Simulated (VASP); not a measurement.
Here is a VASP 6.6.1 calculation.

File INCAR:

```
PREC = Accurate
ENCUT = 520
EDIFF = 1E-6
ISMEAR = -1
SIGMA = 0.1
LREAL = False
LASPH = True
NELM = 60
ALGO = Normal
ISIF = 2
LWAVE = False
LCHARG = False
GGA = RP
NBANDS = 17
```

The input KPOINTS:

```
regular mesh
0
Gamma
  15 15 15
```

Contents of POSCAR:

```
Pt
1.0
    0.0000000000      2.9146695910      2.9146695910
    2.9146695910      0.0000000000      2.9146695910
    2.9146695910      2.9146695910      0.0000000000
Pt
2
Direct
    0.1250000000      0.1250000000      0.1250000000
    0.8750000000      0.8750000000      0.8750000000
```

Potentials or basis: VASP PAW PBE potentials, release 64 (Pt).

Command:

```sh
$ cat potpaw_PBE.64/Pt/POTCAR > POTCAR
$ mpirun -np 1 vasp_std > vasp.out
```

Q: What does it give for the band gap on the k mesh?

A: Zero (band 10 reaches 5.01 eV, above the bottom of band 11 at 4.44 eV).

Q: Predict the pressure.

A: -0.3 GPa.

Caveat: the PAW data sets were made with another functional, which shifts forces and pressure a little; spin-orbit coupling is left out, which moves the levels of the heavy elements.
